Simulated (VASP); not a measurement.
# FeBiO4 (F-43m) in VASP: a series of runs, part 2 of 2

VASP 6.6.1. Earlier steps stand in the parts before.

### Step 4. Relaxation of cell and atoms, PBE, collinear spin, ferromagnetic start

INCAR reads:

```
SYSTEM = FeBiO4
PREC = Accurate ; ENCUT = 600
EDIFF = 1E-7 ; ISMEAR = 0
SIGMA = 0.1 ; LREAL = .False.
LASPH = .True. ; NELM = 150
ALGO = Normal ; ISIF = 3
LWAVE = .False. ; LCHARG = .False.
ISPIN = 2 ; MAGMOM = 4 0 0 0 0 0
LORBIT = 11 ; LMAXMIX = 4
GGA = PE ; IBRION = 2
NSW = 90 ; EDIFFG = -0.04
```

KPOINTS reads:

```
Automatic mesh
0
Gamma
  4 4 4
  0 0 0
```

POSCAR reads:

```
FeBiO4
1.0
    0.0000000000      3.5076881600      3.5076881600
    3.5076881600      0.0000000000      3.5076881600
    3.5076881600      3.5076881600      0.0000000000
Fe Bi O
1 1 4
Direct
    0.0000000000      0.0000000000      0.0000000000
    0.5000000000      0.5000000000      0.5000000000
    0.1111004000      0.6666988100      0.1111004000
    0.1111004000      0.1111004000      0.6666988100
    0.6666988100      0.1111004000      0.1111004000
    0.1111004000      0.1111004000      0.1111004000
```

Potentials or basis: VASP PAW PBE potentials, release 64 (Fe, Bi_d, O).

Started as:

```console
$ cat potpaw_PBE.64/Fe/POTCAR potpaw_PBE.64/Bi_d/POTCAR potpaw_PBE.64/O/POTCAR > POTCAR
$ mpirun -np 1 vasp_std > vasp.out
```

OUTCAR:

```text
SYSTEM = FeBiO4
   PREC = Accurate
   ENCUT = 600
   EDIFF = 1E-7
   ISMEAR = 0
   LREAL = .False.
   LASPH = .True.
   NELM = 150
   ISIF = 3
   ISPIN = 2
   LORBIT = 11
   GGA = PE
   IBRION = 2
   NSW = 90
   EDIFFG = -0.04

 ion  position               nearest neighbor table
   1  0.000  0.000  0.000-   3 1.35   4 1.35   5 1.35   6 1.35   2 3.51   2 3.51   2 3.51   2 3.51
                             2 3.51   2 3.51
   2  0.500  0.500  0.500-   3 2.94   4 2.94   5 2.94   6 2.94   6 2.94   6 2.94   4 2.94   4 2.94
                             3 2.94   5 2.94   5 2.94   3 2.94   1 3.51   1 3.51   1 3.51   1 3.51
   3  0.111  0.667  0.111-   1 1.35   2 2.94   2 2.94   2 2.94
   4  0.111  0.111  0.667-   1 1.35   2 2.94   2 2.94   2 2.94
   5  0.667  0.111  0.111-   1 1.35   2 2.94   2 2.94   2 2.94
   6  0.111  0.111  0.111-   1 1.35   2 2.94   2 2.94   2 2.94

  LATTYP: Found a face centered cubic cell.
 ALAT       =     7.0153763200

  Lattice vectors:

 A1 = (   0.0000000000,   3.5076881600,   3.5076881600)
 A2 = (   3.5076881600,   0.0000000000,   3.5076881600)
 A3 = (   3.5076881600,   3.5076881600,   0.0000000000)

Analysis of symmetry for initial positions (statically):
=====================================================================
 Subroutine PRICEL returns:
 Original cell was already a primitive cell.

 Routine SETGRP: Setting up the symmetry group for a
 face centered cubic supercell.

 Subroutine GETGRP returns: Found 24 space group operations
 (whereof 24 operations were pure point group operations)
 out of a pool of 48 trial point group operations.

The static configuration has the point symmetry T_d .

Analysis of symmetry for dynamics (positions and initial velocities):
=====================================================================
 Subroutine PRICEL returns:
 Original cell was already a primitive cell.

 Routine SETGRP: Setting up the symmetry group for a
 face centered cubic supercell.

 Subroutine GETGRP returns: Found 24 space group operations
 (whereof 24 operations were pure point group operations)
 out of a pool of 48 trial point group operations.

The dynamic configuration has the point symmetry T_d .

Analysis of structural, dynamic, and magnetic symmetry:
=====================================================================
 Subroutine PRICEL returns:
 Original cell was already a primitive cell.

 Routine SETGRP: Setting up the symmetry group for a
 face centered cubic supercell.

 Subroutine GETGRP returns: Found 24 space group operations
 (whereof 24 operations were pure point group operations)
 out of a pool of 48 trial point group operations.

The overall configuration has the point symmetry T_d .

 Subroutine INISYM returns: Found 24 space group operations
 (whereof 24 operations are pure point group operations),
 and found     1 'primitive' translations

----------------------------------------------------------------------------------------

                                     Primitive cell

  volume of cell :      86.3163

  direct lattice vectors                    reciprocal lattice vectors
     0.000000000  3.507688160  3.507688160    -0.142544028  0.142544028  0.142544028
     3.507688160  0.000000000  3.507688160     0.142544028 -0.142544028  0.142544028
     3.507688160  3.507688160  0.000000000     0.142544028  0.142544028 -0.142544028

  length of vectors
     4.960620168  4.960620168  4.960620168     0.246893499  0.246893499  0.246893499

  position of ions in fractional coordinates (direct lattice)
     0.000000000  0.000000000  0.000000000
[... 82 lines left out ...]
   EMIN   =  10.00;   EMAX   =-10.00  energy-range for DOS
   EFERMI =   0.00;   METHOD = LEGACY
   ISMEAR =     0;   SIGMA  =   0.10  broadening in eV -4-tet -1-fermi 0-gaus
   EFERMI_NEDOS =   21; number of points for ismear=-14 and -15
   IALGO  =     38    algorithm
   IMIX   =      4    mixing-type and parameters
     AMIX     =   0.40;   BMIX     =  1.00
     AMIX_MAG =   1.60;   BMIX_MAG =  1.00
  volume/ion in A,a.u.               =      14.39        97.08
  Fermi-wavevector in a.u.,A,eV,Ry     =   1.336831  2.526244 24.315201  1.787117
  Thomas-Fermi vector in A             =   2.465427
   LORBIT       =     11    0 simple, 1 ext, 2 COOP (PROOUT), +10 PAW based schemes
   GGA     = PE    functional components
   LHFCALC =     F    Hartree Fock is set to
   AEXX    =    0.0000 exact exchange contribution
   IVDW    =     0    specifies the selected vdW correction
   LEPSILON=     F    determine dielectric tensor
   LRPA    =     F    only Hartree local field effects (RPA)
 conjugate gradient relaxation of ions
 spin polarized calculation
 Gauss-broadening in eV      SIGMA  =   0.10
  energy-cutoff  :      600.00
  volume of cell :       86.32
 maximum number of plane-waves:      2891
   NGX = 19   NGY = 19   NGZ = 19

--------------------------------------- Ionic step        1  -------------------------------------------

 number of electron      47.0000007 magnetization      -0.0005482

 number of electron      47.0000007 magnetization       0.0000399

 Free energy of the ion-electron system (eV)
  ---------------------------------------------------
  ext. energy  EPLUGINS =         0.00000000
  ---------------------------------------------------
  free energy    TOTEN  =       -21.63707697 eV

  energy without entropy =      -21.61334765  energy(sigma->0) =      -21.62521231

------------------------ aborting loop because EDIFF is reached ----------------------------------------

  FORCE on cell =-STRESS in cart. coord.  units (eV):
  Direction    XX          YY          ZZ          XY          YZ          ZX
  --------------------------------------------------------------------------------------
  -------------------------------------------------------------------------------------
  Total       52.9426977     52.9426977     52.9426977      0.0000000      0.0000000      0.0000000
  in kB      982.7062610    982.7062610    982.7062610      0.0000000      0.0000000      0.0000000
  external PRESSURE =     982.7062610 kB  Pullay stress =       0.0000000 kB
[... 105 lines left out ...]
  FREE ENERGIE OF THE ION-ELECTRON SYSTEM (eV)
  ---------------------------------------------------
  free  energy   TOTEN  =       -31.4887393810 eV

  energy  without entropy=      -31.4727553796  energy(sigma->0) =      -31.48074738

 E-fermi :   4.5178     XC(G=0): -10.0169

 val. band max:        4.4605070278   @ k =  -0.2500   0.5000   0.2500
 cond. band min:       4.5376704741   @ k =   0.5000   0.2500   0.0000
 fundamental gap:      0.0771634464
 Fermi energy:         4.5178159647

 spin component 1

 k-point     1 :       0.0000    0.0000    0.0000
  band No.  band energies     occupation
      1     -19.6855      1.00000
      2     -19.6855      1.00000
      3     -19.6855      1.00000
      4     -19.6830      1.00000
      5     -19.6830      1.00000
      6     -15.4817      1.00000
[... 520 lines left out ...]
     29       6.5353      0.00000
     30       6.5480      0.00000

[... ionic steps 4 to 22 ...]

--------------------------------------- Ionic step       23  -------------------------------------------

 number of electron      47.0000010 magnetization       0.0003021

 number of electron      47.0000010 magnetization      -0.0000538
[... 79 lines left out ...]
 number of electron      47.0000008 magnetization      -0.0005811

 number of electron      47.0000008 magnetization       0.0000251

 Free energy of the ion-electron system (eV)
  ---------------------------------------------------
  ext. energy  EPLUGINS =         0.00000000
  ---------------------------------------------------
  free energy    TOTEN  =       -34.65604142 eV

  energy without entropy =      -34.62832185  energy(sigma->0) =      -34.64218164

 E-fermi :   3.2166     XC(G=0):  -9.4251

 val. band max:        3.1625008908   @ k =   0.0000   0.0000   0.0000
 cond. band min:       3.2244847630   @ k =   0.5000   0.2500   0.0000
 fundamental gap:      0.0619838722
 Fermi energy:         3.2165773215

 spin component 1

 k-point     1 :       0.0000    0.0000    0.0000
  band No.  band energies     occupation
      1     -20.8984      1.00000
      2     -20.8984      1.00000
      3     -20.8984      1.00000
      4     -20.8960      1.00000
      5     -20.8960      1.00000
      6     -15.9886      1.00000
[... 553 lines left out ...]
  FREE ENERGIE OF THE ION-ELECTRON SYSTEM (eV)
  ---------------------------------------------------
  free  energy   TOTEN  =       -34.6560414250 eV

  energy  without entropy=      -34.6283218465  energy(sigma->0) =      -34.64218164

 reached required accuracy - stopping structural energy minimisation

 total charge

# of ion       s       p       d       tot
------------------------------------------
    1        0.696   1.041   6.644   8.382
    2        1.622   0.797   9.918  12.337
    3        1.607   3.283   0.000   4.890
    4        1.607   3.283   0.000   4.890
    5        1.607   3.283   0.000   4.890
    6        1.607   3.283   0.000   4.890
--------------------------------------------------
tot          8.745  14.971  16.562  40.279

 magnetization (x)

# of ion       s       p       d       tot
------------------------------------------
    1        0.000   0.000   0.000   0.000
    2        0.000   0.000  -0.000   0.000
    3        0.000   0.000   0.000   0.000
    4        0.000   0.000   0.000   0.000
    5        0.000   0.000   0.000   0.000
    6        0.000   0.000   0.000   0.000
--------------------------------------------------
tot          0.000   0.000   0.000   0.000
```

Run time: 16 min. Hardware: 1 thread of Intel Xeon 6975P-C (Granite Rapids), shared host; peak memory 0.32 GiB.

What came out:

| Quantity | Value |
| --- | --- |
| Free energy | -34.6560 eV |
| Relaxed volume | 16.20 Å³/atom |
| Relaxed cell | a = 5.161 Å, b = 5.161 Å, c = 5.161 Å, α = 60.00°, β = 60.00°, γ = 60.00° |
| Space group after relaxing (to 0.1 Å) | F-43m (No. 216) |
| Pressure after relaxing | 0.3 GPa |
| Largest force after relaxing | 0.022 eV/Å |
| Net moment | 0.00 μB per cell |
| Valence electrons inside the program's atomic spheres | Fe 8.38; Bi 12.34; O 4.89 |

Forces on the atoms (eV/Å):
```
Fe   0.000  0.000  0.000
Bi   0.000  0.000  0.000
O   -0.012  0.012 -0.012
O   -0.012 -0.012  0.012
O    0.012 -0.012 -0.012
O    0.012  0.012  0.012
```

Final structure:
```cif
data_structure
_symmetry_space_group_name_H-M 'P 1'
_symmetry_Int_Tables_number 1
_cell_length_a 5.1610
_cell_length_b 5.1610
_cell_length_c 5.1610
_cell_angle_alpha 60.000
_cell_angle_beta 60.000
_cell_angle_gamma 60.000
_cell_volume 97.21
loop_
_atom_site_label
_atom_site_type_symbol
_atom_site_fract_x
_atom_site_fract_y
_atom_site_fract_z
_atom_site_occupancy
Fe1 Fe 0.00000 0.00000 0.00000 1
Bi1 Bi 0.50000 0.50000 0.50000 1
O1 O 0.13010 0.60970 0.13010 1
O2 O 0.13010 0.13010 0.60970 1
O3 O 0.60970 0.13010 0.13010 1
O4 O 0.13010 0.13010 0.13010 1
```

Levels at points of the mesh, in eV from the Fermi level:
Spin up:
```csv
k point,band 21,band 22,band 23,band 24,band 25,band 26
"(0.00, 0.00, 0.00)",-1.54,-1.54,-0.05,-0.05,0.72,0.72
"(0.50, 0.00, 0.00)",-2.62,-1.53,-0.45,-0.45,0.09,1.19
"(0.50, 0.50, 0.00)",-2.48,-2.48,0.18,0.41,0.62,1.21
```
Spin down:
| k point | band 19 | band 20 | band 21 | band 22 | band 23 | band 24 | band 25 | band 26 | band 27 | band 28 |
| --- | --- | --- | --- | --- | --- | --- | --- | --- | --- | --- |
| (0.00, 0.00, 0.00) | -4.54 | -1.54 | -1.54 | -1.54 | -0.05 | -0.05 | 0.72 | 0.72 | 0.72 | 2.45 |
| (0.50, 0.00, 0.00) | -3.04 | -2.62 | -2.62 | -1.53 | -0.45 | -0.45 | 0.09 | 1.19 | 1.98 | 1.98 |
| (0.50, 0.50, 0.00) | -3.18 | -2.67 | -2.48 | -2.48 | 0.18 | 0.41 | 0.62 | 1.21 | 1.21 | 1.50 |

Caveat: the k points lie up to 0.37 Å⁻¹ apart in the final cell; spin-orbit coupling is left out, which moves the levels of the heavy elements; semilocal functionals often make such compounds metallic where correlation or magnetic order opens a gap, which also shifts bond lengths. With open d or f shells a metallic result of PBE can be an artefact of self-interaction; +U or a hybrid may open a gap.
